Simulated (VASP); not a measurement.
Write the native input for VASP 6.6.1 that does the following.

```yaml
Task: single point
Functional: r2SCAN
Potentials_or_basis: VASP PAW PBE potentials, release 64 (Ga_d, Sb)
Cutoff: 520 eV
k_mesh: 10 × 10 × 10
Occupations: gaussian, width 0.02 eV
Spin: no spin polarisation
Dipole_correction: no
Further_INCAR_settings: ALGO = Normal; EDIFF = 1e-06; NBANDS = 16
```

The system is GaSb.

```
Ga Sb
1.0
     0.00000    3.12628    3.12628
     3.12628    0.00000    3.12628
     3.12628    3.12628    0.00000
Ga Sb
1 1
Cartesian
  0.0000 0.0000 0.0000
  1.5631 1.5631 1.5631
```

One way to write it, as run:

POSCAR

```
GaSb
1.0
    0.0000000000      3.1262842998      3.1262842998
    3.1262842998      0.0000000000      3.1262842998
    3.1262842998      3.1262842998      0.0000000000
Ga Sb
1 1
Direct
    0.0000000000      0.0000000000      0.0000000000
    0.2500000000      0.2500000000      0.2500000000
```

INCAR.step1

```
SYSTEM = GaSb
PREC = Accurate ; ENCUT = 520
ISMEAR = 0 ; SIGMA = 0.02
LREAL = .False. ; LASPH = .True.
NELM = 80 ; NBANDS = 16
GGA = PE ; ALGO = Normal
EDIFF = 1E-4 ; LWAVE = .True.
LCHARG = .False.
```

INCAR.step2

```
SYSTEM = GaSb
PREC = Accurate ; ENCUT = 520
EDIFF = 1E-6 ; ISMEAR = 0
SIGMA = 0.02 ; LREAL = .False.
LASPH = .True. ; NELM = 80
ALGO = Normal ; ISIF = 2
LWAVE = .False. ; LCHARG = .False.
METAGGA = R2SCAN ; LMIXTAU = .True.
NBANDS = 16 ; ISTART = 1
```

KPOINTS

```
regular mesh
0
Gamma
  10 10 10
  0 0 0
```

Potentials or basis: VASP PAW PBE potentials, release 64 (Ga_d, Sb).

The run is started by

```bash
$ cat potpaw_PBE.64/Ga_d/POTCAR potpaw_PBE.64/Sb/POTCAR > POTCAR
$ cp INCAR.step1 INCAR
$ mpirun -np 1 vasp_std > vasp.out
$ cp INCAR.step2 INCAR
$ mpirun -np 1 vasp_std > vasp.out
```

It gave:

| Item | Value |
| --- | --- |
| Pressure | -2.6 GPa |
| Band gap on the k mesh | zero (filled and empty bands touch) |

Caveat: semilocal functionals underestimate gaps, so a narrow gap can read as zero; the PAW data sets were made with another functional, which shifts forces and pressure a little; spin-orbit coupling is left out, which moves the levels of the heavy elements.

It took 2.7 min on 1 thread of Intel Xeon 8259CL (shared host), peak memory 0.24 GiB.
